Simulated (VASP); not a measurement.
# Sb (Fm-3m) in VASP: further runs

Runs on Sb. Level: LDA. Tasks: single point, relaxation of cell and atoms.

All numbers are computed with VASP 6.6.1; they aren't measurements. Logs are shortened: lines on timing, memory, paths and dates and some standing lists are left out, and cuts for length are marked.

### 1 The cell of the first run

It takes space group Fm-3m (No. 225, cubic). The conventional cell has a = 4.688 Å, b = 4.688 Å, c = 4.688 Å, α = 90.00°, β = 90.00°, γ = 90.00°. Within 4.4 Å of Sb (site symmetry m-3m) lie 12 Sb at 3.31 Å.

### 2 Single point, LDA

INCAR

```
SYSTEM = Sb
PREC = Accurate
ENCUT = 520
EDIFF = 1E-6
ISMEAR = -1
SIGMA = 0.1
LREAL = .False.
LASPH = .True.
NELM = 100
ALGO = Normal
ISIF = 2
LWAVE = .False.
LCHARG = .False.
GGA = CA
NBANDS = 8
```

KPOINTS

```
regular mesh
0
Gamma
  15 15 15
  0 0 0
```

POSCAR

```
Sb
1.0
    0.0000000000      2.3439587857      2.3439587857
    2.3439587857      0.0000000000      2.3439587857
    2.3439587857      2.3439587857      0.0000000000
Sb
1
Direct
    0.0000000000      0.0000000000      0.0000000000
```

Potentials or basis: VASP PAW LDA potentials, release 64 (Sb).

The run is started by

```bash
> cat potpaw_LDA.64/Sb/POTCAR > POTCAR
> mpirun -np 1 vasp_std > vasp.out
```

OUTCAR:

```text
SYSTEM = Sb
   PREC = Accurate
   ENCUT = 520
   EDIFF = 1E-6
   ISMEAR = -1
   LREAL = .False.
   LASPH = .True.
   NELM = 100
   ISIF = 2
   GGA = CA

 ion  position               nearest neighbor table
   1  0.000  0.000  0.000-

  LATTYP: Found a face centered cubic cell.
 ALAT       =     4.6879175714

  Lattice vectors:

 A1 = (   0.0000000000,   2.3439587857,   2.3439587857)
 A2 = (   2.3439587857,   0.0000000000,   2.3439587857)
 A3 = (   2.3439587857,   2.3439587857,   0.0000000000)

Analysis of symmetry for initial positions (statically):
=====================================================================
 Subroutine PRICEL returns:
 Original cell was already a primitive cell.

 Routine SETGRP: Setting up the symmetry group for a
 face centered cubic supercell.

 Subroutine GETGRP returns: Found 48 space group operations
 (whereof 48 operations were pure point group operations)
 out of a pool of 48 trial point group operations.

The static configuration has the point symmetry O_h .

Analysis of symmetry for dynamics (positions and initial velocities):
=====================================================================
 Subroutine PRICEL returns:
 Original cell was already a primitive cell.

 Routine SETGRP: Setting up the symmetry group for a
 face centered cubic supercell.

 Subroutine GETGRP returns: Found 48 space group operations
 (whereof 48 operations were pure point group operations)
 out of a pool of 48 trial point group operations.

The dynamic configuration has the point symmetry O_h .

 Subroutine INISYM returns: Found 48 space group operations
 (whereof 48 operations are pure point group operations),
 and found     1 'primitive' translations

----------------------------------------------------------------------------------------

                                     Primitive cell

  volume of cell :      25.7561

  direct lattice vectors                    reciprocal lattice vectors
     0.000000000  2.343958786  2.343958786    -0.213314331  0.213314331  0.213314331
     2.343958786  0.000000000  2.343958786     0.213314331 -0.213314331  0.213314331
     2.343958786  2.343958786  0.000000000     0.213314331  0.213314331 -0.213314331

  length of vectors
     3.314858304  3.314858304  3.314858304     0.369471259  0.369471259  0.369471259

  position of ions in fractional coordinates (direct lattice)
     0.000000000  0.000000000  0.000000000

  ion indices of the primitive-cell ions
[... 70 lines left out ...]
   LSORBIT =      F    spin-orbit coupling
   LASPH  =      T    aspherical Exc in radial PAW
   ENCUT  =  520.0 eV  38.22 Ry    6.18 a.u.   6.16  6.16  6.16*2*pi/ulx,y,z
   NELM   =    100;   NELMIN=  2; NELMDL= -5     # of ELM steps
   EDIFF  = 0.1E-05   stopping-criterion for ELM
   LREAL  =      F    real-space projection
   EDIFFG = 0.1E-04   stopping-criterion for IOM
   NSW    =      0    number of steps for IOM
   IBRION =     -1    ionic relax: 0-MD 1-quasi-New 2-CG
   NFREE  =      0    steps in history (QN), initial steepest desc. (CG)
   ISIF   =      2    stress and relaxation
   ISYM   =      2    0-nonsym 1-usesym 2-fastsym
   POTIM  = 0.5000    time-step for ionic-motion
   TEBEG  =    0.0;   TEEND  =   0.0 temperature during run
   PSTRESS=    0.0 pullay stress
   NELECT =       5.0000    total number of electrons
   NUPDOWN=      -1.0000    fix difference up-down
   EMIN   =  10.00;   EMAX   =-10.00  energy-range for DOS
   EFERMI =   0.00;   METHOD = LEGACY
   ISMEAR =    -1;   SIGMA  =   0.10  broadening in eV -4-tet -1-fermi 0-gaus
   EFERMI_NEDOS =   21; number of points for ismear=-14 and -15
   IALGO  =     38    algorithm
   IMIX   =      4    mixing-type and parameters
     AMIX     =   0.40;   BMIX     =  1.00
     AMIX_MAG =   1.60;   BMIX_MAG =  1.00
  volume/ion in A,a.u.               =      25.76       173.81
  Fermi-wavevector in a.u.,A,eV,Ry     =   0.947920  1.791308 12.225538  0.898552
  Thomas-Fermi vector in A             =   2.076059
   LORBIT       =      0    0 simple, 1 ext, 2 COOP (PROOUT), +10 PAW based schemes
   GGA     = CA    functional components
   LHFCALC =     F    Hartree Fock is set to
   AEXX    =    0.0000 exact exchange contribution
   IVDW    =     0    specifies the selected vdW correction
   LEPSILON=     F    determine dielectric tensor
   LRPA    =     F    only Hartree local field effects (RPA)
 non-spin polarized calculation
  energy-cutoff  :      520.00
  volume of cell :       25.76
 maximum number of plane-waves:       702
 NGX is ok and might be reduce to    28
   NGX = 13   NGY = 13   NGZ = 13

 number of electron       5.0000000 magnetization

 Free energy of the ion-electron system (eV)
  ---------------------------------------------------
  ext. energy  EPLUGINS =         0.00000000
  ---------------------------------------------------
  free energy    TOTEN  =        -4.54544591 eV

  energy without entropy =       -4.52486510  energy(sigma->0) =       -4.53515550

 E-fermi :   9.0329     XC(G=0): -10.5644

 val. band max:        9.0281864288   @ k =  -0.4000   0.4667   0.0667
 cond. band min:       9.0636652625   @ k =   0.4667   0.4000   0.0667
 fundamental gap:      0.0354788337
 Fermi energy:         9.0329231393

 k-point     1 :       0.0000    0.0000    0.0000
  band No.  band energies     occupation
      1      -4.2909      2.00000
      2      14.5623      0.00000
      3      14.5623      0.00000
      4      14.5623      0.00000
      5      18.9037      0.00000
      6      18.9037      0.00000
      7      18.9037      0.00000
      8      19.3332      0.00000
[... 243 lines left out ...]
 k-point    24 :       0.2000    0.1333    0.0000
  band No.  band energies     occupation
      1      -3.4696      2.00000
      2      11.1592      0.00000
      3      12.4890      0.00000
      4      12.9646      0.00000
      5      16.4457      0.00000
      6      18.1418      0.00000
      7      21.0009      0.00000
      8      21.3913      0.00000

 [... further k-points ...]
[... 5 lines left out ...]
  --------------------------------------------------------------------------------------
  -------------------------------------------------------------------------------------
  Total        0.0161589      0.0161589      0.0161589      0.0000000     -0.0000000      0.0000000
  in kB        1.0051758      1.0051758      1.0051758      0.0000000     -0.0000000      0.0000000
  external PRESSURE =       1.0051758 kB  Pullay stress =       0.0000000 kB

 VOLUME and BASIS-vectors are now :
 -----------------------------------------------------------------------------
  energy-cutoff  :      520.00
  volume of cell :       25.76
      direct lattice vectors                 reciprocal lattice vectors
     0.000000000  2.343958786  2.343958786    -0.213314331  0.213314331  0.213314331
     2.343958786  0.000000000  2.343958786     0.213314331 -0.213314331  0.213314331
     2.343958786  2.343958786  0.000000000     0.213314331  0.213314331 -0.213314331

 POSITION                                       TOTAL-FORCE (eV/Angst)
 -----------------------------------------------------------------------------------
      0.00000      0.00000      0.00000         0.000000      0.000000      0.000000
 -----------------------------------------------------------------------------------
    total drift:                                0.000000      0.000000      0.000000

  FREE ENERGIE OF THE ION-ELECTRON SYSTEM (eV)
  ---------------------------------------------------
  free  energy   TOTEN  =        -4.5454459057 eV

  energy  without entropy=       -4.5248651002  energy(sigma->0) =       -4.53515550
```

Run time: 18 s. Hardware: 1 thread of Intel Xeon 6975P-C, shared host; peak memory 0.15 GiB.

What came out:

```yaml
Free_energy: -4.5454 eV
Pressure: 0.1 GPa
```

Caveat: spin-orbit coupling is left out, which moves the levels of the heavy elements.

### 3 Relaxation of cell and atoms, LDA

This run uses another cell than the first one, of 28.00 Å³/atom, 1.087 times its volume.

INCAR

```
ALGO = Normal
EDIFF = 1E-6
EDIFFG = -0.005
ENCUT = 600
GGA = CA
IBRION = 2
ISIF = 3
ISMEAR = -1
LASPH = T
LCHARG = F
LREAL = F
LWAVE = F
NELM = 100
NSW = 60
PREC = Accurate
SIGMA = 0.1
```

KPOINTS

```
k-points
0
Gamma
  15 15 15
```

POSCAR

```
Sb
1.0
    0.0000000000      2.4101422642      2.4101422642
    2.4101422642      0.0000000000      2.4101422642
    2.4101422642      2.4101422642      0.0000000000
Sb
1
Direct
    0.0000000000      0.0000000000      0.0000000000
```

Potentials or basis: VASP PAW LDA potentials, release 64 (Sb).

The run is started by

```bash
> cat potpaw_LDA.64/Sb/POTCAR > POTCAR
> mpirun -np 1 vasp_std > vasp.out
```

OUTCAR:

```text
EDIFF = 1E-6
   EDIFFG = -0.005
   ENCUT = 600
   GGA = CA
   IBRION = 2
   ISIF = 3
   ISMEAR = -1
   LASPH = T
   LREAL = F
   NELM = 100
   NSW = 60
   PREC = Accurate

 ion  position               nearest neighbor table
   1  0.000  0.000  0.000-

  LATTYP: Found a face centered cubic cell.
 ALAT       =     4.8202845284

  Lattice vectors:

 A1 = (   0.0000000000,   2.4101422642,   2.4101422642)
 A2 = (   2.4101422642,   0.0000000000,   2.4101422642)
 A3 = (   2.4101422642,   2.4101422642,   0.0000000000)

Analysis of symmetry for initial positions (statically):
=====================================================================
 Subroutine PRICEL returns:
 Original cell was already a primitive cell.

 Routine SETGRP: Setting up the symmetry group for a
 face centered cubic supercell.

 Subroutine GETGRP returns: Found 48 space group operations
 (whereof 48 operations were pure point group operations)
 out of a pool of 48 trial point group operations.

The static configuration has the point symmetry O_h .

Analysis of symmetry for dynamics (positions and initial velocities):
=====================================================================
 Subroutine PRICEL returns:
 Original cell was already a primitive cell.

 Routine SETGRP: Setting up the symmetry group for a
 face centered cubic supercell.

 Subroutine GETGRP returns: Found 48 space group operations
 (whereof 48 operations were pure point group operations)
 out of a pool of 48 trial point group operations.

The dynamic configuration has the point symmetry O_h .

 Subroutine INISYM returns: Found 48 space group operations
 (whereof 48 operations are pure point group operations),
 and found     1 'primitive' translations

----------------------------------------------------------------------------------------

                                     Primitive cell

[... 112 lines left out ...]
   LORBIT       =      0    0 simple, 1 ext, 2 COOP (PROOUT), +10 PAW based schemes
   GGA     = CA    functional components
   LHFCALC =     F    Hartree Fock is set to
   AEXX    =    0.0000 exact exchange contribution
   IVDW    =     0    specifies the selected vdW correction
   LEPSILON=     F    determine dielectric tensor
   LRPA    =     F    only Hartree local field effects (RPA)
 conjugate gradient relaxation of ions
 non-spin polarized calculation
  energy-cutoff  :      600.00
  volume of cell :       28.00
 maximum number of plane-waves:       951
   NGX = 13   NGY = 13   NGZ = 13

--------------------------------------- Ionic step        1  -------------------------------------------

 number of electron       5.0000000 magnetization

 Free energy of the ion-electron system (eV)
  ---------------------------------------------------
  ext. energy  EPLUGINS =         0.00000000
  ---------------------------------------------------
  free energy    TOTEN  =        -4.50970994 eV

  energy without entropy =       -4.48803308  energy(sigma->0) =       -4.49887151

------------------------ aborting loop because EDIFF is reached ----------------------------------------

  FORCE on cell =-STRESS in cart. coord.  units (eV):
  Direction    XX          YY          ZZ          XY          YZ          ZX
  --------------------------------------------------------------------------------------
  -------------------------------------------------------------------------------------
  Total       -0.8468025     -0.8468025     -0.8468025     -0.0000000      0.0000000      0.0000000
  in kB      -48.4545633    -48.4545633    -48.4545633     -0.0000000      0.0000000      0.0000000
  external PRESSURE =     -48.4545633 kB  Pullay stress =       0.0000000 kB
[... 57 lines left out ...]
--------------------------------------- Ionic step        3  -------------------------------------------

 number of electron       5.0000000 magnetization

 Free energy of the ion-electron system (eV)
  ---------------------------------------------------
  ext. energy  EPLUGINS =         0.00000000
  ---------------------------------------------------
  free energy    TOTEN  =        -4.54554921 eV

  energy without entropy =       -4.52495612  energy(sigma->0) =       -4.53525266

 E-fermi :   9.0089     XC(G=0): -10.5571

 val. band max:        9.0052700491   @ k =  -0.4000   0.4667   0.0667
 cond. band min:       9.0406070181   @ k =   0.4667   0.4000   0.0667
 fundamental gap:      0.0353369689
 Fermi energy:         9.0089301912

 k-point     1 :       0.0000    0.0000    0.0000
  band No.  band energies     occupation
      1      -4.3005      2.00000
      2      14.5256      0.00000
      3      14.5256      0.00000
      4      14.5256      0.00000
      5      18.8745      0.00000
      6      18.8745      0.00000
[... 199 lines left out ...]
 k-point    24 :       0.2000    0.1333    0.0000
  band No.  band energies     occupation
      1      -3.4807      2.00000
      2      11.1289      0.00000
      3      12.4585      0.00000
      4      12.9311      0.00000
      5      16.4199      0.00000
      6      18.1151      0.00000

 [... further k-points ...]
[... 5 lines left out ...]
  --------------------------------------------------------------------------------------
  -------------------------------------------------------------------------------------
  Total       -0.0016550     -0.0016550     -0.0016550     -0.0000000     -0.0000000      0.0000000
  in kB       -0.1027730     -0.1027730     -0.1027730     -0.0000000     -0.0000000      0.0000000
  external PRESSURE =      -0.1027730 kB  Pullay stress =       0.0000000 kB
[... 16 lines left out ...]
  FREE ENERGIE OF THE ION-ELECTRON SYSTEM (eV)
  ---------------------------------------------------
  free  energy   TOTEN  =        -4.5455492118 eV

  energy  without entropy=       -4.5249561181  energy(sigma->0) =       -4.53525266

 reached required accuracy - stopping structural energy minimisation
```

OSZICAR:

```text
N       E                     dE             d eps       ncg     rms          rms(c)
DAV:   1     0.101218157276E+02    0.10122E+02   -0.17977E+03  1446   0.623E+02
DAV:   2    -0.424518890532E+01   -0.14367E+02   -0.13961E+02  2142   0.821E+01
DAV:   3    -0.451732225838E+01   -0.27213E+00   -0.27045E+00  1656   0.121E+01
[... 17 lines left out ...]
DAV:   2    -0.454948779058E+01    0.75611E-02   -0.60900E-03  1500   0.659E-01    0.280E-01
DAV:   3    -0.454557420559E+01    0.39136E-02   -0.76272E-03  1500   0.512E-01    0.869E-02
DAV:   4    -0.454556467578E+01    0.95298E-05   -0.42111E-05  1752   0.692E-02    0.686E-02
DAV:   5    -0.454554942698E+01    0.15249E-04   -0.40770E-06  1512   0.191E-02    0.113E-02
DAV:   6    -0.454554921183E+01    0.21515E-06   -0.76376E-08  1044   0.284E-03
   3 F= -.45455492E+01 E0= -.45352527E+01  d E =-.358393E-01
```

CONTCAR:

```text
Sb
   1.00000000000000
    -0.0000000000000000    2.3452881383122754    2.3452881383122754
     2.3452881383122754   -0.0000000000000000    2.3452881383122754
     2.3452881383122754    2.3452881383122754   -0.0000000000000000
  Sb
     1
Direct
     0.0000000000000000    0.0000000000000000    0.0000000000000000

  0.00000000E+00  0.00000000E+00  0.00000000E+00
```

Wall time 34 s (1 thread of Intel Xeon 6975P-C, shared host); peak memory 0.16 GiB.

What came out:

* Free energy: -4.5455 eV
* Relaxed volume: 25.80 Å³/atom
* Relaxed cell: a = 3.317 Å, b = 3.317 Å, c = 3.317 Å, α = 60.00°, β = 60.00°, γ = 60.00°
* Space group after relaxing (to 0.05 Å): Fm-3m (No. 225)
* Energy gained by relaxing: 35.8 meV/atom
* Ionic steps: 3
* Pressure after relaxing: 0.0 GPa

The path:
```tsv
step	energy change (eV)	largest force (eV/Å)	pressure (GPa)	volume (Å³)
1	0.0000	0.0000	-4.85	28.00
2	-0.0249	0.0000	3.35	24.71
3	-0.0358	0.0000	-0.01	25.80
```

Final structure:
```
CELL_PARAMETERS angstrom
0.00000 2.34529 2.34529
2.34529 0.00000 2.34529
2.34529 2.34529 0.00000
ATOMIC_POSITIONS crystal
Sb 0.00000 0.00000 0.00000
```

Levels at points of the mesh, in eV from the Fermi level:
| k point | band 1 | band 2 | band 3 | band 4 | band 5 | band 6 |
| --- | --- | --- | --- | --- | --- | --- |
| (0.00, 0.00, 0.00) | -13.31 | 5.52 | 5.52 | 5.52 | 9.87 | 9.87 |

Caveat: spin-orbit coupling is left out, which moves the levels of the heavy elements.

### 4 Single point, LDA (volume scaled by 0.4)

INCAR

```
SYSTEM = Sb
PREC = Accurate
ENCUT = 500
EDIFF = 1E-6
ISMEAR = -1
SIGMA = 0.1
LREAL = .FALSE.
LASPH = .TRUE.
NELM = 120
ALGO = Normal
ISIF = 2
LWAVE = .FALSE.
LCHARG = .TRUE.
GGA = CA
LELF = .TRUE.
LVHAR = .TRUE.
NBANDS = 8
GGA_COMPAT = .FALSE.
```

KPOINTS

```
regular mesh
0
G
  15 15 15
  0 0 0
```

POSCAR

```
Sb
1.0
    0.0000000000      1.7270435996      1.7270435996
    1.7270435996      0.0000000000      1.7270435996
    1.7270435996      1.7270435996      0.0000000000
Sb
1
Direct
    0.0000000000      0.0000000000      0.0000000000
```

The run is started by

```bash
> cat potpaw_LDA.64/Sb/POTCAR > POTCAR
> mpirun -np 1 vasp_std > vasp.out
```

Run time: 7.2 s. Hardware: 1 thread of Intel Xeon 6975P-C, shared host; peak memory 0.12 GiB.

Results (log left out):

* Free energy: 6.7596 eV
* Pressure: 556.8 GPa

Levels at points of the mesh, in eV from the Fermi level:
| k point | band 1 | band 2 | band 3 | band 4 | band 5 |
| --- | --- | --- | --- | --- | --- |
| (0.00, 0.00, 0.00) | -25.56 | 6.64 | 11.95 | 11.95 | 11.95 |

Caveat: the cell differs from its parent crystal (volume scaled by 0.4); spin-orbit coupling is left out, which moves the levels of the heavy elements.

### 5 Summary

```csv
task,cell,cutoff (eV),gap on the mesh (eV),pressure (GPa)
single point,"a = 3.315 Å, angles 60.0°, 1 atom",520,none,0.1
relaxation of cell and atoms,"relaxed from a = 3.408 Å, angles 60.0°, 1 atom",600,none,0.0
single point,"a = 2.442 Å, angles 60.0°, 1 atom",500,none,556.8
```

Alike in all rows: level LDA; potentials or basis VASP PAW LDA potentials, release 64 (Sb); no spin polarisation; k mesh 15 × 15 × 15; smearing fermi-dirac 0.1 eV.

Caveats: spin-orbit coupling is left out, which moves the levels of the heavy elements.

Total energies depend on the potentials used, so only differences within one code and one set of settings carry meaning.
